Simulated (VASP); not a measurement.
Input of a VASP 6.6.1 run:

The input INCAR:

```
PREC = Accurate
ENCUT = 520
EDIFF = 1E-7
ISMEAR = -1
SIGMA = 0.1
LREAL = False
LASPH = True
NELM = 60
ALGO = Normal
ISIF = 2
LWAVE = False
LCHARG = False
GGA = PE
NBANDS = 8
```

KPOINTS

```
regular mesh
0
Gamma
  10 10 10
```

Contents of POSCAR:

```
Al
1.0
    0.0000000000      2.0709890238      2.0709890238
    2.0709890238      0.0000000000      2.0709890238
    2.0709890238      2.0709890238      0.0000000000
Al
1
Direct
    0.0000000000      0.0000000000      0.0000000000
```

Potentials or basis: VASP PAW PBE potentials, release 64 (Al).

Command:

```console
$ cat potpaw_PBE.64/Al/POTCAR > POTCAR
$ mpirun -np 1 vasp_std > vasp.out
```

Task: Estimate the pressure.

Result: -4.6 GPa.
